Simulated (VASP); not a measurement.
SnSe:

```
Sn Se
1.0
    11.42000    0.00000    0.00000
     0.00000    4.19000    0.00000
     0.00000    0.00000    4.46000
Sn Se
4 4
Direct
  0.12300 0.25000 0.09100
  0.37700 0.75000 0.59100
  0.62300 0.25000 0.40900
  0.87700 0.75000 0.90900
  0.35700 0.25000 0.01600
  0.14300 0.75000 0.51600
  0.85700 0.25000 0.48400
  0.64300 0.75000 0.98400
```

* Program: VASP 6.6.1
* Task: relaxation of cell and atoms
* Functional: PBEsol
* Potentials or basis: VASP PAW PBE potentials, release 64 (Sn_d, Se)
* Cutoff: 600 eV
* k mesh: 4 × 8 × 8
* Occupations: gaussian, width 0.03 eV
* Spin: no spin polarisation

At the start: pressure -0.5 GPa; volume 26.68 Å³/atom.

Q: Where does the relaxation end?

A: Over 12 steps the energy falls by 7.3 meV/atom and the volume is 25.84 Å³/atom (-3.1 %); space group Pnma (No. 62, to 0.1 Å) before and after.

The path:
| step | energy change (eV) | largest force (eV/Å) | pressure (GPa) | volume (Å³) |
| --- | --- | --- | --- | --- |
| 1 | 0.0000 | 0.2542 | -0.51 | 213.41 |
| 2 | -0.0411 | 0.1223 | -0.18 | 210.79 |
| 3 | -0.0412 | 0.1183 | -0.16 | 210.65 |
| 4 | -0.0466 | 0.1086 | -0.06 | 209.67 |
| 5 | -0.0554 | 0.0762 | 0.29 | 206.76 |
| 6 | -0.0557 | 0.0676 | 0.37 | 206.05 |
| 7 | -0.0579 | 0.0303 | -0.06 | 206.95 |
| 8 | -0.0580 | 0.0228 | 0.01 | 206.81 |
| 9 | -0.0580 | 0.0235 | -0.02 | 206.82 |
| 10 | -0.0582 | 0.0233 | 0.00 | 206.81 |
| 11 | -0.0584 | 0.0243 | 0.00 | 206.78 |
| 12 | -0.0586 | 0.0098 | 0.04 | 206.74 |

Final structure:
```yaml
crystal:
  lattice:
    - [11.42860, 0.00000, 0.00000]
    - [0.00000, 4.16171, 0.00000]
    - [0.00000, 0.00000, 4.34677]
  atoms:
    - { symbol: Sn, position: [0.11851, 0.25000, 0.08883] }
    - { symbol: Sn, position: [0.38149, 0.75000, 0.58883] }
    - { symbol: Sn, position: [0.61851, 0.25000, 0.41117] }
    - { symbol: Sn, position: [0.88149, 0.75000, 0.91117] }
    - { symbol: Se, position: [0.35795, 0.25000, 0.02048] }
    - { symbol: Se, position: [0.14205, 0.75000, 0.52048] }
    - { symbol: Se, position: [0.85795, 0.25000, 0.47952] }
    - { symbol: Se, position: [0.64205, 0.75000, 0.97952] }
```

Caveat: the PAW data sets were made with another functional, which shifts forces and pressure a little.
